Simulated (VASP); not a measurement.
# BN: relaxation of cell and atoms with PBE+D3(BJ)

BN:

```
B N
1.0
     2.50644    0.00000    0.00000
    -1.25322    2.17064    0.00000
     0.00000    0.00000    6.61685
B N
2 2
Direct
  0.32733 0.66067 0.25199
  0.66066 0.32733 0.75199
  0.33934 0.67267 0.74801
  0.67267 0.33933 0.24801
```

This cell differs from its parent crystal: all B atoms moved 0.04 Å in one direction.

- Program: VASP 6.6.1
- Task: relaxation of cell and atoms
- Functional: PBE
- Dispersion: D3(BJ)
- Potentials or basis: VASP PAW PBE potentials, release 64 (B, N)
- Cutoff: 600 eV
- k mesh: 12 × 12 × 4
- Occupations: gaussian, width 0.05 eV
- Spin: no spin polarisation
- Dipole correction: no
- Further INCAR settings: ALGO = Normal; EDIFF = 1e-07; IBRION = 2; EDIFFG = -0.01; NSW = 100; ISIF = 3

```
Relaxed volume                         : 8.92 Å³/atom
Relaxed cell                           : a = 2.506 Å, b = 2.506 Å, c = 6.557 Å, α = 89.99°, β = 89.99°, γ = 120.00°
Space group after relaxing (to 0.05 Å) : P6_3/mmc (No. 194)
Energy gained by relaxing              : 11.5 meV/atom
Ionic steps                            : 21
Pressure after relaxing                : 0.0 GPa
Largest force after relaxing           : 0.004 eV/Å
Band gap on the k mesh                 : 4.24 eV, indirect (least direct gap 4.63 eV)
Dispersion energy per atom             : -0.143 eV
```

Forces in eV/Å, atoms in the order of the input:
```
B    0.000 -0.002  0.003
B   -0.002 -0.001  0.003
N    0.002  0.001 -0.003
N    0.000  0.002 -0.003
```

The path:
```tsv
step	energy change (eV)	largest force (eV/Å)	pressure (GPa)	volume (Å³)
1	0.0000	1.2779	0.19	36.00
2	0.2741	3.5862	1.95	36.05
3	-0.0415	0.2415	-0.36	36.01
4	-0.0451	0.1564	0.30	35.93
5	-0.0454	0.1180	0.16	35.94
6	-0.0441	0.2409	-0.24	35.96
7	-0.0458	0.0073	0.02	35.95
8	-0.0458	0.0108	-0.18	35.95
9	-0.0458	0.0083	-0.16	35.95
10	-0.0459	0.0046	-0.15	35.94
11	-0.0459	0.0134	-0.17	35.89
12	-0.0459	0.0429	-0.19	35.79
13	-0.0459	0.0415	-0.18	35.78
14	-0.0460	0.0373	-0.16	35.76
15	-0.0460	0.0290	-0.11	35.72
16	-0.0460	0.0142	-0.03	35.64
17	-0.0460	0.0151	-0.03	35.65
18	-0.0460	0.0217	-0.08	35.68
19	-0.0460	0.0159	-0.04	35.65
20	-0.0460	0.0119	-0.03	35.66
21	-0.0460	0.0036	-0.03	35.67
```

Final structure:
```
CELL_PARAMETERS angstrom
2.50645 -0.00009 0.00017
-1.25330 2.17061 0.00017
0.00046 0.00080 6.55701
ATOMIC_POSITIONS crystal
B 0.33335 0.66667 0.24998
B 0.66667 0.33335 0.74998
N 0.33332 0.66667 0.75002
N 0.66667 0.33332 0.25002
```

Levels at points of the mesh, in eV from the valence-band top:
```csv
k point,band 4,band 5,band 6,band 7,band 8,band 9,band 10,band 11,band 12
"(0.00, 0.00, 0.00)",-4.00,-1.34,-1.34,-1.30,-1.30,5.33,10.45,11.51,11.51
"(0.50, 0.00, 0.00)",-8.83,-4.15,-4.08,-1.49,-0.41,4.24,5.69,9.51,9.91
"(0.00, 0.50, 0.00)",-8.83,-4.15,-4.08,-1.49,-0.41,4.24,5.69,9.51,9.91
"(0.50, 0.50, 0.00)",-8.83,-4.15,-4.08,-1.49,-0.41,4.24,5.69,9.51,9.91
"(0.00, 0.00, 0.50)",-5.27,-1.32,-1.32,-1.32,-1.32,7.76,7.76,11.58,11.58
"(0.50, 0.00, 0.50)",-8.87,-4.11,-4.11,-0.92,-0.92,4.72,4.72,9.89,9.89
"(0.00, 0.50, 0.50)",-8.87,-4.11,-4.11,-0.92,-0.92,4.72,4.72,9.89,9.89
"(0.50, 0.50, 0.50)",-8.87,-4.11,-4.11,-0.92,-0.92,4.72,4.72,9.89,9.89
```

Wall time 11 min on 1 thread of AMD EPYC 9R45 96-Core Processor (Zen 5) (shared host), peak memory 0.26 GiB.

Caveat: the cell differs from its parent crystal (all B atoms moved 0.04 Å in one direction). A k mesh can miss the band edges.
